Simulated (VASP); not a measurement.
## MgB2: single point with r2SCAN

The system is MgB2.

```
Mg B
1.0
     3.11653    0.00000    0.00000
    -1.55826    2.69899    0.00000
     0.00000    0.00000    3.60717
Mg B
1 2
Direct
  0.00000 0.00000 0.00000
  0.33333 0.66667 0.50000
  0.66667 0.33333 0.50000
```

This cell differs from its parent crystal: volume scaled by 1.06, then relaxed in part.

```
Program             : VASP 6.6.1
Task                : single point
Functional          : r2SCAN
Potentials or basis : VASP PAW PBE potentials, release 64 (Mg, B)
Cutoff              : 520 eV
k mesh              : 18 × 18 × 12
Occupations         : gaussian, width 0.1 eV
Spin                : no spin polarisation
```

- Pressure: -8.2 GPa
- Band gap on the k mesh: zero (band 4 reaches 6.78 eV, above the bottom of band 5 at 2.99 eV)

Stress tensor (GPa, compression positive):
```
-8.00  0.00  0.00
 0.00 -8.00  0.00
 0.00  0.00 -8.46
```

Levels at points of the mesh, in eV from the Fermi level:
```tsv
k point	band 2	band 3	band 4	band 5	band 6	band 7
(0.00, 0.00, 0.00)	-3.17	0.43	0.43	1.63	6.57	6.57
(0.50, 0.00, 0.00)	-8.07	-2.21	0.15	3.12	4.12	5.38
(0.00, 0.00, 0.50)	-7.56	0.78	0.78	6.89	6.89	8.48
(0.50, 0.00, 0.50)	-7.23	-3.61	-1.93	-1.18	5.84	9.31
```

Run time: 3.2 min on 1 thread of Intel(R) Xeon(R) 6975P-C (Granite Rapids), with other jobs on the host, peak memory 0.22 GiB.

Caveat: the PAW data sets were made with another functional, which shifts forces and pressure a little.
